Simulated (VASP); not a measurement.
Set up this calculation in VASP 6.6.1, as the native input.

- Task: single point
- Functional: LDA
- Potentials or basis: VASP PAW LDA potentials, release 64 (Ag)
- Cutoff: 520 eV
- k mesh: 28 × 28 × 28
- Occupations: gaussian, width 0.2 eV
- Spin: no spin polarisation
- Dipole correction: no
- Further INCAR settings: ALGO = Normal; EDIFF = 1e-06; NBANDS = 12

The structure of Ag lies in POSCAR:

```
Ag
1.0
    0.0000000000      2.0003130355      2.0003130355
    2.0003130355      0.0000000000      2.0003130355
    2.0003130355      2.0003130355      0.0000000000
Ag
1
Direct
    0.0000000000      0.0000000000      0.0000000000
```

One way to write it, as run:

INCAR

```
  PREC = Accurate
  ENCUT = 520
  EDIFF = 1E-6
  ISMEAR = 0
  SIGMA = 0.2
  LREAL = False
  LASPH = True
  NELM = 80
  ALGO = Normal
  ISIF = 2
  LWAVE = False
  LCHARG = True
  LELF = True
  LVHAR = True
  NBANDS = 12
```

KPOINTS

```
Automatic mesh
0
Gamma
  28 28 28
```

Potentials or basis: VASP PAW LDA potentials, release 64 (Ag).

Launch:

```bash
$ cat potpaw_LDA.64/Ag/POTCAR > POTCAR
$ mpirun -np 1 vasp_std > vasp.out
```

It gave:

```
Pressure               : 0.2 GPa
Band gap on the k mesh : zero (an odd number of electrons rules out a gap without spin polarisation)
```

Run time: 50 s on 1 thread of Intel(R) Xeon(R) Platinum 8488C (Sapphire Rapids), with other jobs on the host, peak memory 0.23 GiB.
